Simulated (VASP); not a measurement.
# Te2Mo in VASP: single point with PBEsol

Aim: the single point of Te2Mo with PBEsol.

Everything below comes from runs of VASP 6.6.1. Logs are shortened: lines on timing, memory, paths and dates and some standing lists are left out, and cuts for length are marked.

## 1. The cell of the first run

The cell holds a slab with vacuum, 12 atoms: a = 7.120 Å, b = 7.120 Å, c = 17.524 Å, α = 90.00°, β = 90.00°, γ = 120.00°.

## 2. Single point, PBEsol

INCAR

```
SYSTEM = Te2Mo
PREC = Accurate
ENCUT = 500
EDIFF = 1E-6
ISMEAR = 0
SIGMA = 0.1
LREAL = .False.
LASPH = .True.
NELM = 120
ALGO = Normal
ISIF = 2
LWAVE = .False.
LCHARG = .True.
GGA = PS
LELF = .True.
LVHAR = .True.
NBANDS = 64
GGA_COMPAT = .False.
```

KPOINTS

```
regular mesh
0
Gamma
  2 2 1
  0 0 0
```

POSCAR

```
Te2Mo
1.0
    7.1204656236      0.0000000058      0.0000000000
   -3.5602328168      6.1665041140      0.0000000000
    0.0000000000      0.0000000000     17.5240578200
Te Mo
8 4
Direct
    0.1666666667      0.3333333333      0.8978554500
    0.1666666667      0.3333333333      0.1021445500
    0.1666666667      0.8333333333      0.8978554500
    0.1666666667      0.8333333333      0.1021445500
    0.6666666667      0.3333333333      0.8978554500
    0.6666666667      0.3333333333      0.1021445500
    0.6666666667      0.8333333333      0.8978554500
    0.6666666667      0.8333333333      0.1021445500
    0.0000000000      0.0000000000      0.0000000000
    0.0000000000      0.5000000000      0.0000000000
    0.5000000000      0.0000000000      0.0000000000
    0.5000000000      0.5000000000      0.0000000000
```

Potentials or basis: VASP PAW PBE potentials, release 64 (Te, Mo_sv).

Started as:

```sh
$ cat potpaw_PBE.64/Te/POTCAR potpaw_PBE.64/Mo_sv/POTCAR > POTCAR
$ mpirun -np 1 vasp_std > vasp.out
```

OUTCAR:

```text
SYSTEM = Te2Mo
   PREC = Accurate
   ENCUT = 500
   EDIFF = 1E-6
   ISMEAR = 0
   LREAL = .False.
   LASPH = .True.
   NELM = 120
   ISIF = 2
   GGA = PS

 ion  position               nearest neighbor table
   1  0.167  0.333  0.898-  12 2.73   9 2.73  10 2.73   5 3.56   5 3.56   3 3.56   3 3.56   7 3.56
                             7 3.56   2 3.58
   2  0.167  0.333  0.102-  12 2.73   9 2.73  10 2.73   6 3.56   6 3.56   4 3.56   4 3.56   8 3.56
                             8 3.56   1 3.58
   3  0.167  0.833  0.898-  11 2.73  10 2.73   9 2.73   7 3.56   7 3.56   1 3.56   1 3.56   5 3.56
                             5 3.56   4 3.58
   4  0.167  0.833  0.102-  11 2.73  10 2.73   9 2.73   8 3.56   8 3.56   2 3.56   2 3.56   6 3.56
                             6 3.56   3 3.58
   5  0.667  0.333  0.898-  10 2.73  11 2.73  12 2.73   1 3.56   1 3.56   7 3.56   7 3.56   3 3.56
                             3 3.56   6 3.58
   6  0.667  0.333  0.102-  10 2.73  11 2.73  12 2.73   2 3.56   2 3.56   8 3.56   8 3.56   4 3.56
                             4 3.56   5 3.58
   7  0.667  0.833  0.898-   9 2.73  12 2.73  11 2.73   3 3.56   3 3.56   5 3.56   5 3.56   1 3.56
                             1 3.56   8 3.58
   8  0.667  0.833  0.102-   9 2.73  12 2.73  11 2.73   4 3.56   4 3.56   6 3.56   6 3.56   2 3.56
                             2 3.56   7 3.58
   9  0.000  0.000  0.000-   7 2.73   8 2.73   1 2.73   2 2.73   3 2.73   4 2.73
[... 10 lines left out ...]
 A1 = (   7.1204656236,   0.0000000058,   0.0000000000)
 A2 = (  -3.5602328168,   6.1665041140,   0.0000000000)
 A3 = (   0.0000000000,   0.0000000000,  17.5240578200)

Analysis of symmetry for initial positions (statically):
=====================================================================
 Subroutine PRICEL returns following result:

  LATTYP: Found a hexagonal cell.
 ALAT       =     3.5602328118
 C/A-ratio  =     4.9221662589

  Lattice vectors:

 A1 = (   3.5602328118,   0.0000000029,   0.0000000000)
 A2 = (  -1.7801164084,   3.0832520570,   0.0000000000)
 A3 = (   0.0000000000,   0.0000000000,  17.5240578200)

   4 primitive cells build up your supercell.

 Routine SETGRP: Setting up the symmetry group for a
 hexagonal supercell.

 Subroutine GETGRP returns: Found 12 space group operations
 (whereof 12 operations were pure point group operations)
 out of a pool of 24 trial point group operations.

The static configuration has the point symmetry D_3h.

Analysis of symmetry for dynamics (positions and initial velocities):
[... 121 lines left out ...]
     AMIX_MAG =   1.60;   BMIX_MAG =  1.00
  volume/ion in A,a.u.               =      64.12       432.71
  Fermi-wavevector in a.u.,A,eV,Ry     =   0.840153  1.587660  9.603777  0.705858
  Thomas-Fermi vector in A             =   1.954489
   LORBIT       =      0    0 simple, 1 ext, 2 COOP (PROOUT), +10 PAW based schemes
   GGA     = PS    functional components
   LHFCALC =     F    Hartree Fock is set to
   AEXX    =    0.0000 exact exchange contribution
   IVDW    =     0    specifies the selected vdW correction
   LEPSILON=     F    determine dielectric tensor
   LRPA    =     F    only Hartree local field effects (RPA)
 non-spin polarized calculation
 Gauss-broadening in eV      SIGMA  =   0.10
  energy-cutoff  :      500.00
  volume of cell :      769.45
 maximum number of plane-waves:     19502
 NGX is ok and might be reduce to    54
   NGX = 25   NGY = 25   NGZ = 63

 number of electron     103.9999986 magnetization

 Free energy of the ion-electron system (eV)
  ---------------------------------------------------
  ext. energy  EPLUGINS =         0.00000000
  ---------------------------------------------------
  free energy    TOTEN  =       -78.53203841 eV

  energy without entropy =      -78.53203841  energy(sigma->0) =      -78.53203841

 E-fermi :   0.2856     XC(G=0):  -4.7435

 val. band max:       -0.3072727474   @ k =   0.5000   0.0000   0.0000
 cond. band min:       1.4053599544   @ k =   0.0000   0.0000   0.0000
 fundamental gap:      1.7126327019
 Fermi energy:         0.2855739187

 k-point     1 :       0.0000    0.0000    0.0000
  band No.  band energies     occupation
      1     -60.5619      2.00000
      2     -60.5535      2.00000
      3     -60.5535      2.00000
      4     -60.5535      2.00000
      5     -34.7536      2.00000
      6     -34.7536      2.00000
[... 56 lines left out ...]
     63       3.3336      0.00000
     64       3.3899      0.00000

 k-point     2 :       0.5000    0.0000    0.0000
  band No.  band energies     occupation
      1     -60.5577      2.00000
      2     -60.5577      2.00000
      3     -60.5535      2.00000
      4     -60.5535      2.00000
      5     -34.7324      2.00000
      6     -34.7324      2.00000
[... 56 lines left out ...]
     63       2.2682      0.00000
     64       2.2682      0.00000

------------------------ aborting loop because EDIFF is reached ----------------------------------------

  FORCE on cell =-STRESS in cart. coord.  units (eV):
  Direction    XX          YY          ZZ          XY          YZ          ZX
  --------------------------------------------------------------------------------------
  -------------------------------------------------------------------------------------
  Total       -6.6009161     -6.6009161     -2.0003286     -0.0000000     -0.0000000      0.0000000
  in kB      -13.7446187    -13.7446187     -4.1651421     -0.0000000     -0.0000000      0.0000000
  external PRESSURE =     -10.5514599 kB  Pullay stress =       0.0000000 kB

 VOLUME and BASIS-vectors are now :
 -----------------------------------------------------------------------------
  energy-cutoff  :      500.00
  volume of cell :      769.45
      direct lattice vectors                 reciprocal lattice vectors
     7.120465624  0.000000006  0.000000000     0.140440254  0.081083219  0.000000000
    -3.560232817  6.166504114  0.000000000    -0.000000000  0.162166437  0.000000000
     0.000000000  0.000000000 17.524057820     0.000000000  0.000000000  0.057064409

 POSITION                                       TOTAL-FORCE (eV/Angst)
 -----------------------------------------------------------------------------------
     -0.00000      2.05550     15.73407         0.000000      0.000000      0.136635
     -0.00000      2.05550      1.78999         0.000000      0.000000     -0.136635
     -1.78012      5.13875     15.73407         0.000000     -0.000000      0.136635
     -1.78012      5.13875      1.78999         0.000000      0.000000     -0.136635
      3.56023      2.05550     15.73407        -0.000000     -0.000000      0.136635
      3.56023      2.05550      1.78999        -0.000000     -0.000000     -0.136635
      1.78012      5.13875     15.73407         0.000000      0.000000      0.136635
      1.78012      5.13875      1.78999         0.000000     -0.000000     -0.136635
      0.00000      0.00000      0.00000        -0.000000     -0.000000      0.000000
     -1.78012      3.08325      0.00000        -0.000000     -0.000000      0.000000
      3.56023      0.00000      0.00000        -0.000000     -0.000000      0.000000
      1.78012      3.08325      0.00000        -0.000000     -0.000000      0.000000
 -----------------------------------------------------------------------------------
    total drift:                               -0.000000      0.000000      0.000000

  FREE ENERGIE OF THE ION-ELECTRON SYSTEM (eV)
  ---------------------------------------------------
  free  energy   TOTEN  =       -78.5320384096 eV

  energy  without entropy=      -78.5320384096  energy(sigma->0) =      -78.53203841
```

Run time: 2.4 min. Hardware: 1 thread of Intel Xeon 6975P-C (Granite Rapids), shared host; peak memory 0.74 GiB.

Results:

```yaml
Free_energy: -78.5320 eV
Largest_force: 0.137 eV/Å
Band_gap_on_the_k_mesh: 1.71 eV
```

Forces in eV/Å, atoms in the order of the input:
```
Te   0.000  0.000  0.137
Te   0.000  0.000 -0.137
Te   0.000  0.000  0.137
Te   0.000  0.000 -0.137
Te   0.000  0.000  0.137
Te   0.000  0.000 -0.137
Te   0.000  0.000  0.137
Te   0.000  0.000 -0.137
Mo   0.000  0.000  0.000
Mo   0.000  0.000  0.000
Mo   0.000  0.000  0.000
Mo   0.000  0.000  0.000
```

Caveat: the k points lie up to 0.51 Å⁻¹ apart; the PAW data sets were made with another functional, which shifts forces and pressure a little; spin-orbit coupling is left out, which moves the levels of the heavy elements.
